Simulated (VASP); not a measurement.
Wanted: the native input for a VASP 6.6.1 run.

| Property | Result |
| --- | --- |
| Task | single point |
| Functional | PBEsol |
| Potentials or basis | VASP PAW PBE potentials, release 64 (S, Mg) |
| Cutoff | 520 eV |
| k mesh | 8 × 8 × 8 |
| Occupations | fermi-dirac, width 0.05 eV |
| Spin | no spin polarisation |
| Dipole correction | no |
| Further INCAR settings | ALGO = Normal; EDIFF = 1e-07; NBANDS = 11 |

The structure of MgS lies in POSCAR:

```
MgS
1.0
    0.0000000000      2.8618834243      2.7764576459
    2.8618834243      0.0000000000      2.7764576459
    2.8618834243      2.8618834243      0.0000000000
S Mg
1 1
Direct
    0.2500000000      0.2500000000      0.2500000000
    0.0000000000      0.0000000000      0.0000000000
```

The input as run:

INCAR

```
PREC = Accurate
ENCUT = 520
EDIFF = 1E-7
ISMEAR = -1
SIGMA = 0.05
LREAL = F
LASPH = T
NELM = 100
ALGO = Normal
ISIF = 2
LWAVE = F
LCHARG = F
GGA = PS
NBANDS = 11
```

KPOINTS

```
Automatic mesh
0
Gamma
  8 8 8
```

Potentials or basis: VASP PAW PBE potentials, release 64 (S, Mg).

Command:

```sh
$ cat potpaw_PBE.64/S/POTCAR potpaw_PBE.64/Mg/POTCAR > POTCAR
$ mpirun -np 1 vasp_std > vasp.out
```

Results of the run:

| Item | Value |
| --- | --- |
| Pressure | -0.6 GPa |
| Band gap on the k mesh | 3.23 eV, direct |

Caveat: the PAW data sets were made with another functional, which shifts forces and pressure a little.

It took 46 s on 1 thread of Intel Xeon 8259CL, on a shared host, peak memory 0.18 GiB.
